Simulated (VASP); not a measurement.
Cs, 1 atom in the cell. Symmetry: Im-3m, No. 229, cubic system. The conventional cell has a = 6.164 Å, b = 6.164 Å, c = 6.164 Å, α = 90.00°, β = 90.00°, γ = 90.00°.  This cell differs from its parent crystal: volume scaled by 1.06.

| Item | Value |
| --- | --- |
| Program | VASP 6.6.1 |
| Task | electric field gradients |
| Functional | LDA |
| Potentials or basis | VASP PAW LDA potentials, release 64 (Cs_sv) |
| Cutoff | 520 eV |
| k mesh | 9 × 9 × 9 |
| Occupations | fermi-dirac, width 0.05 eV |
| Spin | no spin polarisation |
| Dipole correction | no |
| Further INCAR settings | ALGO = Normal; EDIFF = 1e-08; NBANDS = 10 |

Potentials or basis: VASP PAW LDA potentials, release 64 (Cs_sv).

Run with:

```sh
$ cat potpaw_LDA.64/Cs_sv/POTCAR > POTCAR
$ mpirun -np 1 vasp_std > vasp.out
```

Hardware: 1 thread of AMD EPYC 9R45 (Zen 5), on a shared host.

Problem. How long does it take, and how much memory?

Solution. It took 12 s on 1 thread of AMD EPYC 9R45 (Zen 5), on a shared host, peak memory 0.17 GiB. Counts: scf iterations 11, k points 35.
